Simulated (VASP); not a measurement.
# Ti3SiN4 in VASP: relaxation of the atoms with PBE

Aim: the relaxation of the atoms of Ti3SiN4 with PBE.

Program: VASP 6.6.1. These are calculated values, not measurements. Logs are shortened: lines on timing, memory, paths and dates and some standing lists are left out, and cuts for length are marked.

## Step 1: The cell of the first run

The cell holds a slab with vacuum, 8 atoms: a = 3.003 Å, b = 3.003 Å, c = 22.623 Å, α = 90.00°, β = 90.00°, γ = 120.00°.

## Step 2: Relaxation of the atoms, PBE

Input file INCAR:

```
SYSTEM = Ti3SiN4
  PREC = Accurate
  ENCUT = 520
  EDIFF = 1E-6
  ISMEAR = 0
  SIGMA = 0.1
  LREAL = .False.
  LASPH = .True.
  NELM = 60
  ALGO = Normal
  ISIF = 2
  LWAVE = .False.
  LCHARG = .False.
  LDIPOL = .True.
  IDIPOL = 3
  DIPOL = 0.5 0.5 0.369
  GGA = PE
  IBRION = 2
  NSW = 36
  EDIFFG = -0.025
```

Input file KPOINTS:

```
regular mesh
0
Gamma
  9 9 1
  0 0 0
```

Input file POSCAR:

```
Ti3SiN4
1.0
    3.0028555065      0.0000000000      0.0000000000
   -1.5014277533      2.6005491526      0.0000000000
    0.0000000000      0.0000000000     22.6233846960
N Ti Si
4 3 1
Selective dynamics
Direct
    0.3333333333      0.6666666667      0.1768082033  F F F
    0.0000000000      0.0000000000      0.2851837309  F F F
    0.6666666667      0.3333333333      0.3897111675  F F F
    0.3333333333      0.6666666667      0.4916764156  F F F
    0.6666666667      0.3333333333      0.2309959671  F F F
    0.3333333333      0.6666666667      0.3401655979  F F F
    0.0000000000      0.0000000000      0.4575116027  F F F
    1.0000000000      1.0000000000      0.5787532774  F F T
```

Potentials or basis: VASP PAW PBE potentials, release 64 (N, Ti_sv, Si).

Launch:

```
> cat potpaw_PBE.64/N/POTCAR potpaw_PBE.64/Ti_sv/POTCAR potpaw_PBE.64/Si/POTCAR > POTCAR
> mpirun -np 1 vasp_std > vasp.out
```

OUTCAR:

```text
SYSTEM = Ti3SiN4
   PREC = Accurate
   ENCUT = 520
   EDIFF = 1E-6
   ISMEAR = 0
   LREAL = .False.
   LASPH = .True.
   NELM = 60
   ISIF = 2
   GGA = PE
   IBRION = 2
   NSW = 36
   EDIFFG = -0.025

 ion  position               nearest neighbor table
   1  0.333  0.667  0.177-   5 2.12   5 2.12   5 2.12
   2  0.000  0.000  0.285-   5 2.12   5 2.12   5 2.12   6 2.13   6 2.13   6 2.13
   3  0.667  0.333  0.390-   6 2.06   6 2.06   6 2.06   7 2.31   7 2.31   7 2.31
   4  0.333  0.667  0.492-   7 1.90   7 1.90   7 1.90
   5  0.667  0.333  0.231-   1 2.12   2 2.12   1 2.12   2 2.12   2 2.12   1 2.12
   6  0.333  0.667  0.340-   3 2.06   3 2.06   3 2.06   2 2.13   2 2.13   2 2.13
   7  0.000  0.000  0.458-   4 1.90   4 1.90   4 1.90   3 2.31   3 2.31   3 2.31   8 2.74
   8  0.000  0.000  0.579-   7 2.74

  LATTYP: Found a hexagonal cell.
 ALAT       =     3.0028555065
 C/A-ratio  =     7.5339571441

  Lattice vectors:

 A1 = (   3.0028555065,   0.0000000000,   0.0000000000)
 A2 = (  -1.5014277533,   2.6005491526,   0.0000000000)
 A3 = (   0.0000000000,   0.0000000000,  22.6233846960)

Analysis of symmetry for initial positions (statically):
=====================================================================
 Subroutine PRICEL returns:
 Original cell was already a primitive cell.

 Routine SETGRP: Setting up the symmetry group for a
 hexagonal supercell.

 Subroutine GETGRP returns: Found  6 space group operations
 (whereof  6 operations were pure point group operations)
 out of a pool of 24 trial point group operations.

The static configuration has the point symmetry C_3v.

Analysis of symmetry for dynamics (positions and initial velocities):
=====================================================================
 Subroutine PRICEL returns:
 Original cell was already a primitive cell.

 Routine SETGRP: Setting up the symmetry group for a
 hexagonal supercell.

 Subroutine GETGRP returns: Found  6 space group operations
 (whereof  6 operations were pure point group operations)
 out of a pool of 24 trial point group operations.

The dynamic configuration has the point symmetry C_3v.

Analysis of constrained symmetry for selective dynamics:
=====================================================================
 Subroutine PRICEL returns:
 Original cell was already a primitive cell.

 Routine SETGRP: Setting up the symmetry group for a
 hexagonal supercell.

 Subroutine GETGRP returns: Found  6 space group operations
 (whereof  6 operations were pure point group operations)
 out of a pool of 24 trial point group operations.

The constrained configuration has the point symmetry C_3v.

 Subroutine INISYM returns: Found  6 space group operations
 (whereof  6 operations are pure point group operations),
 and found     1 'primitive' translations

----------------------------------------------------------------------------------------

                                     Primitive cell

  volume of cell :     176.6677

  direct lattice vectors                    reciprocal lattice vectors
     3.002855506  0.000000000  0.000000000     0.333016357  0.192267083  0.000000000
    -1.501427753  2.600549153  0.000000000     0.000000000  0.384534166  0.000000000
     0.000000000  0.000000000 22.623384696     0.000000000  0.000000000  0.044202051

  length of vectors
     3.002855506  3.002855507 22.623384696     0.384534166  0.384534166  0.044202051

  position of ions in fractional coordinates (direct lattice)
     0.333333333  0.666666667  0.176808203
     0.000000000  0.000000000  0.285183731
     0.666666667  0.333333333  0.389711168
     0.333333333  0.666666667  0.491676416
     0.666666667  0.333333333  0.230995967
     0.333333333  0.666666667  0.340165598
     0.000000000  0.000000000  0.457511603
     0.000000000  0.000000000  0.578753277

  ion indices of the primitive-cell ions
   primitive index   ion index
                 1           1
                 2           2
                 3           3
                 4           4
                 5           5
                 6           6
                 7           7
                 8           8

----------------------------------------------------------------------------------------

 KPOINTS: regular mesh

Automatic generation of k-mesh.
 Grid dimensions read from file:
 generate k-points for:    9    9    1

 Generating k-lattice:

  Cartesian coordinates                     Fractional coordinates (reciprocal lattice)
     0.037001817  0.021363009  0.000000000     0.111111111  0.000000000  0.000000000
     0.000000000  0.042726018  0.000000000     0.000000000  0.111111111  0.000000000
     0.000000000  0.000000000  0.044202051     0.000000000  0.000000000  1.000000000

  Length of vectors
     0.042726018  0.042726018  0.044202051

  Shift w.r.t. Gamma in fractional coordinates (k-lattice)
     0.000000000  0.000000000  0.000000000

 Subroutine IBZKPT returns following result:
 ===========================================

 Found     12 irreducible k-points:

 Following reciprocal coordinates:
            Coordinates               Weight
  0.000000  0.000000  0.000000      1.000000
  0.111111  0.000000  0.000000      6.000000
  0.222222  0.000000  0.000000      6.000000
  0.333333  0.000000  0.000000      6.000000
  0.444444  0.000000  0.000000      6.000000
  0.111111  0.111111  0.000000      6.000000
  0.222222  0.111111  0.000000     12.000000
  0.333333  0.111111  0.000000     12.000000
  0.444444  0.111111  0.000000      6.000000
  0.222222  0.222222  0.000000      6.000000
  0.333333  0.222222  0.000000     12.000000
  0.333333  0.333333  0.000000      2.000000
   k-points           NKPTS =     12   k-points in BZ     NKDIM =     12   number of bands    NBANDS=     36
   number of dos      NEDOS =    301   number of ions     NIONS =      8
   total plane-waves  NPLWV =  96768
   dimension x,y,z NGX =    24 NGY =   24 NGZ =  168
   dimension x,y,z NGXF=    48 NGYF=   48 NGZF=  336
   ions per type =               4   3   1
   NGX,Y,Z   is equivalent  to a cutoff of  13.29, 13.29, 12.35 a.u.
   NGXF,Y,Z  is equivalent  to a cutoff of  26.57, 26.57, 24.69 a.u.
 SYSTEM =  Ti3SiN4
   PREC   = accura    normal or accurate (medium, high low for compatibility)
   ISTART =      0    job   : 0-new  1-cont  2-samecut
   ICHARG =      2    charge: 1-file 2-atom 10-const
   ISPIN  =      1    spin polarized calculation?
   LNONCOLLINEAR =      F non collinear calculations
   LSORBIT =      F    spin-orbit coupling
   LASPH  =      T    aspherical Exc in radial PAW
   ENCUT  =  520.0 eV  38.22 Ry    6.18 a.u.   5.58  5.58 42.06*2*pi/ulx,y,z
   NELM   =     60;   NELMIN=  2; NELMDL= -5     # of ELM steps
   EDIFF  = 0.1E-05   stopping-criterion for ELM
   LREAL  =      F    real-space projection
   EDIFFG = -.3E-01   stopping-criterion for IOM
   NSW    =     36    number of steps for IOM
   IBRION =      2    ionic relax: 0-MD 1-quasi-New 2-CG
   NFREE  =      1    steps in history (QN), initial steepest desc. (CG)
   ISIF   =      2    stress and relaxation
   ISYM   =      2    0-nonsym 1-usesym 2-fastsym
   POTIM  = 0.5000    time-step for ionic-motion
   TEBEG  =    0.0;   TEEND  =   0.0 temperature during run
   PSTRESS=    0.0 pullay stress
   NELECT =      60.0000    total number of electrons
   NUPDOWN=      -1.0000    fix difference up-down
   EMIN   =  10.00;   EMAX   =-10.00  energy-range for DOS
   EFERMI =   0.00;   METHOD = LEGACY
   ISMEAR =     0;   SIGMA  =   0.10  broadening in eV -4-tet -1-fermi 0-gaus
   EFERMI_NEDOS =   21; number of points for ismear=-14 and -15
   IALGO  =     38    algorithm
   IMIX   =      4    mixing-type and parameters
     AMIX     =   0.40;   BMIX     =  1.00
     AMIX_MAG =   1.60;   BMIX_MAG =  1.00
  volume/ion in A,a.u.               =      22.08       149.03
  Fermi-wavevector in a.u.,A,eV,Ry     =   1.142193  2.158432 17.750231  1.304605
  Thomas-Fermi vector in A             =   2.278892
   LORBIT       =      0    0 simple, 1 ext, 2 COOP (PROOUT), +10 PAW based schemes
   GGA     = PE    functional components
   LHFCALC =     F    Hartree Fock is set to
   AEXX    =    0.0000 exact exchange contribution
   IVDW    =     0    specifies the selected vdW correction
   LEPSILON=     F    determine dielectric tensor
   LRPA    =     F    only Hartree local field effects (RPA)
 conjugate gradient relaxation of ions
 non-spin polarized calculation
 Gauss-broadening in eV      SIGMA  =   0.10
  energy-cutoff  :      520.00
  volume of cell :      176.67
 maximum number of plane-waves:      4849
 NGX is ok and might be reduce to    24
   NGX = 11   NGY = 11   NGZ = 85

 dipolmoment           0.000000      0.000000      0.089542 electrons x Angstroem

--------------------------------------- Ionic step        1  -------------------------------------------

 number of electron      60.0000012 magnetization

 Free energy of the ion-electron system (eV)
  ---------------------------------------------------
  ext. energy  EPLUGINS =         0.00000000
  ---------------------------------------------------
  free energy    TOTEN  =       -68.35149255 eV

  energy without entropy =      -68.32712198  energy(sigma->0) =      -68.33930726

------------------------ aborting loop because EDIFF is reached ----------------------------------------

  FORCE on cell =-STRESS in cart. coord.  units (eV):
  Direction    XX          YY          ZZ          XY          YZ          ZX
  --------------------------------------------------------------------------------------
  -------------------------------------------------------------------------------------
  Total        0.8384358      0.8384358     -3.1074997     -0.0000000     -0.0000000      0.0000000
  in kB        7.6036713      7.6036713    -28.1815321     -0.0000000     -0.0000000      0.0000000
  external PRESSURE =      -4.3247298 kB  Pullay stress =       0.0000000 kB
[... 155 lines left out ...]
--------------------------------------- Ionic step        5  -------------------------------------------

 number of electron      60.0000012 magnetization

 dipolmoment           0.000000      0.000000     -0.185832 electrons x Angstroem

 Free energy of the ion-electron system (eV)
  ---------------------------------------------------
  ext. energy  EPLUGINS =         0.00000000
  ---------------------------------------------------
  free energy    TOTEN  =       -68.35455394 eV

  energy without entropy =      -68.33048866  energy(sigma->0) =      -68.34252130

 E-fermi :   1.2362     XC(G=0):  -6.5439

 val. band max:        1.1937636954   @ k =   0.4444   0.0000   0.0000
 cond. band min:       1.2438498130   @ k =   0.2222   0.0000   0.0000
 fundamental gap:      0.0500861175
 Fermi energy:         1.2361559525

 k-point     1 :       0.0000    0.0000    0.0000
  band No.  band energies     occupation
      1     -56.6522      2.00000
      2     -56.3374      2.00000
      3     -55.4031      2.00000
      4     -33.0114      2.00000
      5     -32.6991      2.00000
      6     -32.6991      2.00000
[... 457 lines left out ...]
     35       2.6968      0.00000
     36       3.2354      0.00000

------------------------ aborting loop because EDIFF is reached ----------------------------------------

 vacuum level on the upper side and lower side of the slab       (xc-potential included)        -2.387         1.893

  FORCE on cell =-STRESS in cart. coord.  units (eV):
  Direction    XX          YY          ZZ          XY          YZ          ZX
  --------------------------------------------------------------------------------------
  -------------------------------------------------------------------------------------
  Total        0.8892877      0.8892877     -2.7190663     -0.0000000     -0.0000000      0.0000000
  in kB        8.0648408      8.0648408    -24.6588769     -0.0000000     -0.0000000      0.0000000
  external PRESSURE =      -2.8430651 kB  Pullay stress =       0.0000000 kB
[... 23 lines left out ...]
  FREE ENERGIE OF THE ION-ELECTRON SYSTEM (eV)
  ---------------------------------------------------
  free  energy   TOTEN  =       -68.3545539360 eV

  energy  without entropy=      -68.3304886641  energy(sigma->0) =      -68.34252130

 reached required accuracy - stopping structural energy minimisation

 vacuum level on the upper side and lower side of the slab         4.681         9.057
```

It took 4.8 min on 1 thread of Intel Xeon Platinum 8488C (Sapphire Rapids), shared host; peak memory 0.33 GiB.

What came out:

* Free energy: -68.3546 eV
* Energy gained by relaxing: 0.4 meV/atom
* Ionic steps: 5
* Band gap on the k mesh: zero (bands 30 and 31 overlap by 0.75 eV)

The path:
| step | energy change (eV) | largest force on free atoms (eV/Å) | pressure (GPa) |
| --- | --- | --- | --- |
| 1 | 0.0000 | 0.1436 | -0.43 |
| 2 | -0.0009 | 0.1219 | -0.41 |
| 3 | -0.0027 | 0.0500 | -0.33 |
| 4 | -0.0015 | 0.1170 | -0.16 |
| 5 | -0.0031 | 0.0037 | -0.28 |

Final structure:
```
CELL_PARAMETERS angstrom
3.00286 0.00000 0.00000
-1.50143 2.60055 0.00000
0.00000 0.00000 22.62338
ATOMIC_POSITIONS crystal
N 0.33333 0.66667 0.17681
N 0.00000 0.00000 0.28518
N 0.66667 0.33333 0.38971
N 0.33333 0.66667 0.49168
Ti 0.66667 0.33333 0.23100
Ti 0.33333 0.66667 0.34017
Ti 0.00000 0.00000 0.45751
Si 0.00000 0.00000 0.57698
```

Levels at points of the mesh, in eV from the Fermi level:
```csv
k point,band 28,band 29,band 30,band 31,band 32,band 33
"(0.00, 0.00, 0.00)",0.04,0.04,0.30,0.30,0.42,1.11
```

The gap in the log of VASP goes by the Fermi energy; the results here count the filled bands.